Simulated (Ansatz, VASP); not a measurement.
**TaS2: VASP beside Ansatz**

Contents of INCAR:

```
SYSTEM = TaS2
PREC = Accurate
ENCUT = 400
EDIFF = 1E-8
ISMEAR = -1
SIGMA = 0.03
LREAL = .False.
LASPH = .True.
NELM = 120
ALGO = Normal
ISIF = 2
LWAVE = .False.
LCHARG = .False.
GGA = PE
LEFG = .True.
NBANDS = 18
GGA_COMPAT = .False.
```

File KPOINTS:

```
regular mesh
0
Gamma
  9 9 5
  0 0 0
```

POSCAR

```
TaS2
1.0
    3.3275182074      0.0000000000      0.0000000000
   -1.6637591037      2.8817152992      0.0000000000
    0.0000000000      0.0000000000      5.8206699559
Ta S
1 2
Direct
    0.0000000000      0.0000000000      0.0000000000
    0.3333333333      0.6666666667      0.2500000000
    0.6666666667      0.3333333333      0.7500000000
```

Input for Ansatz:

```yaml
crystal:
  lattice:
    - [3.3275182074, 0.0, 0.0]
    - [-1.6637591037, 2.8817152992, 0.0]
    - [0.0, 0.0, 5.8206699559]
  atoms:
    - { symbol: Ta, position: [0.0, 0.0, 0.0] }
    - { symbol: S, position: [0.3333333333, 0.6666666667, 0.25] }
    - { symbol: S, position: [0.6666666667, 0.3333333333, 0.75] }
kpoints:
  mp_grid: { grid: [9, 9, 5] }
scf:
  occupations: { method: fermi_dirac, width: 0.03 }
hamiltonian:
  xc: pbe
  pseudopotentials: { kind: paw }
output:
  forces: true
  stress: true
  eigenvalues: true
  efg: { contact_densities: true }
```

Change from the starting cell: volume scaled by 0.98, PAW files.

Alike in both runs: task electric field gradients; functional PBE; k mesh 9 × 9 × 5; occupations fermi-dirac, width 0.03 eV; no spin polarisation.

|  | VASP | Ansatz |
| --- | --- | --- |
| version | VASP 6.6.1 | Ansatz 0.2.0 |
| potentials or method | VASP PAW PBE potentials, release 64 (Ta_pv, S) | PAW with Ansatz's default frozen-core files, scalar-relativistic |
| plane-wave cutoff (eV) | 400 | 420 |
| valence electrons in the cell | 23 | 25 |

|  | VASP | Ansatz | Ansatz less VASP |
| --- | --- | --- | --- |
| pressure (GPa) | 12.5 | 12.5 | -0.02 |
| traceless stress, the component that is largest in VASP (GPa) | 3.37 | 3.30 | -0.063 |
| rms of the force components (eV/Å) | 0.762 | 0.755 | -0.0070 |
| size of Vzz on the site where it differs most (V/Å²) | 139.7 | 174.9 | +35.20 |

Atom by atom the forces differ by 0.007 eV/Å (rms over components). VASP's potentials hold 23 valence electrons a cell and Ansatz's 25, so a difference there can come from the potentials and not from the codes.

Spin-orbit coupling is off throughout.
